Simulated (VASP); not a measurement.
# Ni (Fm-3m) in VASP: notebook

Runs on Ni. Level: PBE. Tasks: single point.

Everything below comes from runs of VASP 6.6.1. Logs are shortened: lines on timing, memory, paths and dates and some standing lists are left out, and cuts for length are marked.

## (1) The cell of the first run

It takes space group Fm-3m (No. 225, cubic). The conventional cell has a = 3.372 Å, b = 3.372 Å, c = 3.372 Å, α = 90.00°, β = 90.00°, γ = 90.00°. Ni (site symmetry m-3m) has 12 Ni at 2.38 Å within 3.1 Å.

## (2) Single point, PBE, collinear spin, ferromagnetic start (9.58 Å³/atom)

The input, INCAR:

```
SYSTEM = Ni
PREC = Accurate
ENCUT = 520
EDIFF = 1E-6
ISMEAR = 0
SIGMA = 0.1
LREAL = .False.
LASPH = .True.
NELM = 150
ALGO = Fast
ISIF = 2
LWAVE = .False.
LCHARG = .False.
ISPIN = 2
MAGMOM = 0.75
LORBIT = 11
LMAXMIX = 4
GGA = PE
NBANDS = 15
```

The input, KPOINTS:

```
Automatic mesh
0
Gamma
  20 20 20
  0 0 0
```

The input, POSCAR:

```
Ni
1.0
    0.0000000000      1.6858494383      1.6858494383
    1.6858494383      0.0000000000      1.6858494383
    1.6858494383      1.6858494383      0.0000000000
Ni
1
Direct
    0.0000000000      0.0000000000      0.0000000000
```

Potentials or basis: VASP PAW PBE potentials, release 64 (Ni).

On the command line:

```bash
> cat potpaw_PBE.64/Ni/POTCAR > POTCAR
> mpirun -np 1 vasp_std > vasp.out
```

OUTCAR:

```text
SYSTEM = Ni
   PREC = Accurate
   ENCUT = 520
   EDIFF = 1E-6
   ISMEAR = 0
   LREAL = .False.
   LASPH = .True.
   NELM = 150
   ISIF = 2
   ISPIN = 2
   LORBIT = 11
   GGA = PE

 ion  position               nearest neighbor table
   1  0.000  0.000  0.000-

  LATTYP: Found a face centered cubic cell.
 ALAT       =     3.3716988766

  Lattice vectors:

 A1 = (   0.0000000000,   1.6858494383,   1.6858494383)
 A2 = (   1.6858494383,   0.0000000000,   1.6858494383)
 A3 = (   1.6858494383,   1.6858494383,   0.0000000000)

Analysis of symmetry for initial positions (statically):
=====================================================================
 Subroutine PRICEL returns:
 Original cell was already a primitive cell.

 Routine SETGRP: Setting up the symmetry group for a
 face centered cubic supercell.

 Subroutine GETGRP returns: Found 48 space group operations
 (whereof 48 operations were pure point group operations)
 out of a pool of 48 trial point group operations.

The static configuration has the point symmetry O_h .

Analysis of symmetry for dynamics (positions and initial velocities):
=====================================================================
 Subroutine PRICEL returns:
 Original cell was already a primitive cell.

 Routine SETGRP: Setting up the symmetry group for a
 face centered cubic supercell.

 Subroutine GETGRP returns: Found 48 space group operations
 (whereof 48 operations were pure point group operations)
 out of a pool of 48 trial point group operations.

The dynamic configuration has the point symmetry O_h .

Analysis of structural, dynamic, and magnetic symmetry:
=====================================================================
 Subroutine PRICEL returns:
 Original cell was already a primitive cell.

 Routine SETGRP: Setting up the symmetry group for a
 face centered cubic supercell.

 Subroutine GETGRP returns: Found 48 space group operations
 (whereof 48 operations were pure point group operations)
 out of a pool of 48 trial point group operations.

The overall configuration has the point symmetry O_h .

 Subroutine INISYM returns: Found 48 space group operations
 (whereof 48 operations are pure point group operations),
 and found     1 'primitive' translations

----------------------------------------------------------------------------------------

                                     Primitive cell

  volume of cell :       9.5827

  direct lattice vectors                    reciprocal lattice vectors
     0.000000000  1.685849438  1.685849438    -0.296586391  0.296586391  0.296586391
     1.685849438  0.000000000  1.685849438     0.296586391 -0.296586391  0.296586391
     1.685849438  1.685849438  0.000000000     0.296586391  0.296586391 -0.296586391

  length of vectors
     2.384151140  2.384151140  2.384151140     0.513702697  0.513702697  0.513702697

  position of ions in fractional coordinates (direct lattice)
     0.000000000  0.000000000  0.000000000

  ion indices of the primitive-cell ions
   primitive index   ion index
                 1           1

----------------------------------------------------------------------------------------

 KPOINTS: Automatic mesh

Automatic generation of k-mesh.
 Grid dimensions read from file:
 generate k-points for:   20   20   20

 Generating k-lattice:

  Cartesian coordinates                     Fractional coordinates (reciprocal lattice)
    -0.014829320  0.014829320  0.014829320     0.050000000  0.000000000  0.000000000
     0.014829320 -0.014829320  0.014829320     0.000000000  0.050000000  0.000000000
     0.014829320  0.014829320 -0.014829320     0.000000000  0.000000000  0.050000000

  Length of vectors
     0.025685135  0.025685135  0.025685135

  Shift w.r.t. Gamma in fractional coordinates (k-lattice)
     0.000000000  0.000000000  0.000000000

 Subroutine IBZKPT returns following result:
 ===========================================

 Found    256 irreducible k-points:

 Following reciprocal coordinates:
            Coordinates               Weight
  0.000000  0.000000  0.000000      1.000000
  0.050000  0.000000  0.000000      8.000000
  0.100000  0.000000  0.000000      8.000000
  0.150000  0.000000  0.000000      8.000000
  0.200000  0.000000  0.000000      8.000000
  0.250000  0.000000  0.000000      8.000000
[... 16 lines left out ...]
 -0.400000  0.050000  0.000000     24.000000
 -0.350000  0.050000  0.000000     24.000000
 [... further k-points ...]
   k-points           NKPTS =    256   k-points in BZ     NKDIM =    256   number of bands    NBANDS=     15
   number of dos      NEDOS =    301   number of ions     NIONS =      1
   total plane-waves  NPLWV =   5832
   dimension x,y,z NGX =    18 NGY =   18 NGZ =   18
   dimension x,y,z NGXF=    36 NGYF=   36 NGZF=   36
   ions per type =               1
   NGX,Y,Z   is equivalent  to a cutoff of  12.55, 12.55, 12.55 a.u.
   NGXF,Y,Z  is equivalent  to a cutoff of  25.10, 25.10, 25.10 a.u.
 SYSTEM =  Ni
   PREC   = accura    normal or accurate (medium, high low for compatibility)
   ISTART =      0    job   : 0-new  1-cont  2-samecut
   ICHARG =      2    charge: 1-file 2-atom 10-const
   ISPIN  =      2    spin polarized calculation?
   LNONCOLLINEAR =      F non collinear calculations
   LSORBIT =      F    spin-orbit coupling
   LASPH  =      T    aspherical Exc in radial PAW
   ENCUT  =  520.0 eV  38.22 Ry    6.18 a.u.   4.43  4.43  4.43*2*pi/ulx,y,z
   NELM   =    150;   NELMIN=  2; NELMDL= -5     # of ELM steps
   EDIFF  = 0.1E-05   stopping-criterion for ELM
   LREAL  =      F    real-space projection
   EDIFFG = 0.1E-04   stopping-criterion for IOM
   NSW    =      0    number of steps for IOM
   IBRION =     -1    ionic relax: 0-MD 1-quasi-New 2-CG
   NFREE  =      0    steps in history (QN), initial steepest desc. (CG)
   ISIF   =      2    stress and relaxation
   ISYM   =      2    0-nonsym 1-usesym 2-fastsym
   POTIM  = 0.5000    time-step for ionic-motion
   TEBEG  =    0.0;   TEEND  =   0.0 temperature during run
   PSTRESS=    0.0 pullay stress
   NELECT =      10.0000    total number of electrons
   NUPDOWN=      -1.0000    fix difference up-down
   EMIN   =  10.00;   EMAX   =-10.00  energy-range for DOS
   EFERMI =   0.00;   METHOD = LEGACY
   ISMEAR =     0;   SIGMA  =   0.10  broadening in eV -4-tet -1-fermi 0-gaus
   EFERMI_NEDOS =   21; number of points for ismear=-14 and -15
   IALGO  =     68    algorithm
   IMIX   =      4    mixing-type and parameters
     AMIX     =   0.40;   BMIX     =  1.00
     AMIX_MAG =   1.60;   BMIX_MAG =  1.00
  volume/ion in A,a.u.               =       9.58        64.67
  Fermi-wavevector in a.u.,A,eV,Ry     =   1.660527  3.137942 37.516041  2.757351
  Thomas-Fermi vector in A             =   2.747748
   LORBIT       =     11    0 simple, 1 ext, 2 COOP (PROOUT), +10 PAW based schemes
   GGA     = PE    functional components
   LHFCALC =     F    Hartree Fock is set to
   AEXX    =    0.0000 exact exchange contribution
   IVDW    =     0    specifies the selected vdW correction
   LEPSILON=     F    determine dielectric tensor
   LRPA    =     F    only Hartree local field effects (RPA)
 spin polarized calculation
 RMM-DIIS sequential band-by-band and
 Gauss-broadening in eV      SIGMA  =   0.10
  energy-cutoff  :      520.00
  volume of cell :        9.58
 maximum number of plane-waves:       271
 NGX is ok and might be reduce to    18
   NGX =  9   NGY =  9   NGZ =  9

 number of electron      10.0000002 magnetization       0.6097321

 Free energy of the ion-electron system (eV)
  ---------------------------------------------------
  ext. energy  EPLUGINS =         0.00000000
  ---------------------------------------------------
  free energy    TOTEN  =        -5.35202856 eV

  energy without entropy =       -5.34453856  energy(sigma->0) =       -5.34828356

 E-fermi :  11.2999     XC(G=0): -14.0225

 val. band max:       11.2994879807   @ k =  -0.2500   0.1000   0.0000
 cond. band min:      11.3031887973   @ k =   0.3500   0.2000   0.0500
 fundamental gap:      0.0037008166
 Fermi energy:        11.2998703497

 spin component 1

 k-point     1 :       0.0000    0.0000    0.0000
  band No.  band energies     occupation
      1       1.3694      1.00000
      2       8.5203      1.00000
      3       8.5203      1.00000
      4       8.5203      1.00000
      5       9.9212      1.00000
      6       9.9212      1.00000
      7      36.0896      0.00000
      8      40.9652      0.00000
      9      40.9652      0.00000
     10      40.9652      0.00000
     11      44.4396      0.00000
     12      44.4396      0.00000
     13      44.4396      0.00000
     14      47.0079      0.00000
     15      54.9116      0.00000

 k-point     2 :       0.0500    0.0000    0.0000
  band No.  band energies     occupation
      1       1.4772      1.00000
      2       8.4887      1.00000
      3       8.5469      1.00000
      4       8.5469      1.00000
      5       9.9092      1.00000
      6       9.9092      1.00000
      7      35.8710      0.00000
      8      39.5150      0.00000
      9      40.7602      0.00000
     10      40.7602      0.00000
     11      44.7488      0.00000
     12      44.7488      0.00000
     13      45.1658      0.00000
     14      47.9886      0.00000
     15      53.7959      0.00000
[... 365 lines left out ...]
      3       8.6047      1.00000
      4       9.4764      1.00000
      5      10.5359      1.00000
      6      11.0777      0.99916
      7      19.5769      0.00000
      8      34.1602      0.00000
      9      37.0450      0.00000
     10      38.7289      0.00000
     11      41.4306      0.00000
     12      42.9056      0.00000
     13      48.5574      0.00000
     14      57.7733      0.00000
     15      58.1049      0.00000

 k-point    24 :      -0.3500    0.0500    0.0000
  band No.  band energies     occupation
      1       5.4143      1.00000
      2       8.6041      1.00000
      3       8.6700      1.00000
      4       8.7927      1.00000
      5      10.3354      1.00000
      6      10.7484      1.00000
      7      21.5239      0.00000
      8      34.3469      0.00000
      9      37.2449      0.00000
     10      39.6726      0.00000
     11      41.4075      0.00000
     12      43.3928      0.00000
     13      48.1928      0.00000
     14      55.4437      0.00000
     15      56.8623      0.00000

 [... further k-points ...]

 spin component 2

 k-point     1 :       0.0000    0.0000    0.0000
  band No.  band energies     occupation
      1       1.3473      1.00000
      2       9.2499      1.00000
      3       9.2499      1.00000
      4       9.2499      1.00000
      5      10.4973      1.00000
      6      10.4973      1.00000
      7      35.9546      0.00000
      8      40.9415      0.00000
      9      40.9415      0.00000
     10      40.9415      0.00000
     11      44.5568      0.00000
     12      44.5568      0.00000
     13      44.5568      0.00000
     14      46.8981      0.00000
     15      55.1556      0.00000

 k-point     2 :       0.0500    0.0000    0.0000
  band No.  band energies     occupation
      1       1.4553      1.00000
      2       9.2146      1.00000
      3       9.2775      1.00000
      4       9.2775      1.00000
      5      10.4846      1.00000
      6      10.4846      1.00000
      7      35.7597      0.00000
      8      39.5091      0.00000
      9      40.7552      0.00000
     10      40.7552      0.00000
     11      44.8446      0.00000
     12      44.8446      0.00000
     13      45.2114      0.00000
     14      47.9171      0.00000
     15      54.0015      0.00000
[... 365 lines left out ...]
      3       9.2074      1.00000
      4       9.7274      1.00000
      5      11.2675      0.67662
      6      11.6942      0.00000
      7      19.9086      0.00000
      8      34.0923      0.00000
      9      37.1054      0.00000
     10      38.8239      0.00000
     11      41.4899      0.00000
     12      42.9466      0.00000
     13      48.6917      0.00000
     14      57.8675      0.00000
     15      58.6552      0.00000

 k-point    24 :      -0.3500    0.0500    0.0000
  band No.  band energies     occupation
      1       5.6454      1.00000
      2       9.1170      1.00000
      3       9.2351      1.00000
      4       9.2830      1.00000
      5      11.0499      0.99980
      6      11.4283      0.03467
      7      21.7890      0.00000
      8      34.3001      0.00000
      9      37.2905      0.00000
     10      39.7818      0.00000
     11      41.4540      0.00000
     12      43.4263      0.00000
     13      48.2785      0.00000
     14      55.5391      0.00000
     15      57.1808      0.00000

 [... further k-points ...]

------------------------ aborting loop because EDIFF is reached ----------------------------------------

  FORCE on cell =-STRESS in cart. coord.  units (eV):
  Direction    XX          YY          ZZ          XY          YZ          ZX
  --------------------------------------------------------------------------------------
  -------------------------------------------------------------------------------------
  Total        2.0489665      2.0489665      2.0489665      0.0000000      0.0000000      0.0000000
  in kB      342.5776991    342.5776991    342.5776991      0.0000000      0.0000000      0.0000000
  external PRESSURE =     342.5776991 kB  Pullay stress =       0.0000000 kB

 VOLUME and BASIS-vectors are now :
 -----------------------------------------------------------------------------
  energy-cutoff  :      520.00
  volume of cell :        9.58
      direct lattice vectors                 reciprocal lattice vectors
     0.000000000  1.685849438  1.685849438    -0.296586391  0.296586391  0.296586391
     1.685849438  0.000000000  1.685849438     0.296586391 -0.296586391  0.296586391
     1.685849438  1.685849438  0.000000000     0.296586391  0.296586391 -0.296586391

 POSITION                                       TOTAL-FORCE (eV/Angst)
 -----------------------------------------------------------------------------------
      0.00000      0.00000      0.00000         0.000000      0.000000     -0.000000
 -----------------------------------------------------------------------------------
    total drift:                                0.000000      0.000000      0.000000

  FREE ENERGIE OF THE ION-ELECTRON SYSTEM (eV)
  ---------------------------------------------------
  free  energy   TOTEN  =        -5.3520285556 eV

  energy  without entropy=       -5.3445385585  energy(sigma->0) =       -5.34828356

 total charge

# of ion       s       p       d       tot
------------------------------------------
    1        0.558   0.623   8.387   9.568

 magnetization (x)

# of ion       s       p       d       tot
------------------------------------------
    1       -0.006  -0.026   0.642   0.610
```

Run time: 77 s. Hardware: 1 thread of Intel Xeon 8259CL, shared host; peak memory 0.17 GiB.

What came out:

```
Free energy                                           : -5.3520 eV
Pressure                                              : 34.3 GPa
Net moment                                            : 0.61 μB per cell
Site moments                                          : Ni +0.61 μB
Valence electrons inside the program's atomic spheres : Ni 9.57
```

Caveat: the cell stands under pressure.

(Continued in part 2 of 2.)
